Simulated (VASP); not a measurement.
# Gd (Im-3m) in VASP: a series of runs, part 4 of 4

VASP 6.6.1. Earlier steps stand in the parts before.

## 7. Overview

| task | cell | k mesh for the DOS | occupations for the DOS | gap on the mesh (eV) | pressure (GPa) | moment (μB) |
| --- | --- | --- | --- | --- | --- | --- |
| density of states | a = 3.507 Å, angles 109.5°, 1 atom | 21 × 21 × 21 | tetrahedron | - | - | 7.62 |
| electric field gradients | a = 3.565 Å, angles 109.5°, 1 atom | - | - | none | -1.3 | 7.63 |
| electric field gradients | a = 3.478 Å, angles 109.5°, 1 atom | - | - | none | 1.0 | 7.61 |
| electric field gradients | a = 3.507 Å, angles 109.5°, 1 atom | - | - | none | 0.1 | 7.62 |
| electric field gradients | a = 3.536 Å, angles 109.5°, 1 atom | - | - | none | -0.6 | 7.63 |

Alike in all rows: level PBE; potentials or basis VASP PAW PBE potentials, release 64 (Gd); spin collinear, ferromagnetic start; k mesh 14 × 14 × 14; cutoff (eV) 520; smearing fermi-dirac 0.08 eV.

Caveats: spin-orbit coupling is left out, which moves the levels of the heavy elements; tetrahedron occupations give inexact forces and stress in metals (some runs).

Absolute energies hang on the potentials; compare differences alone.
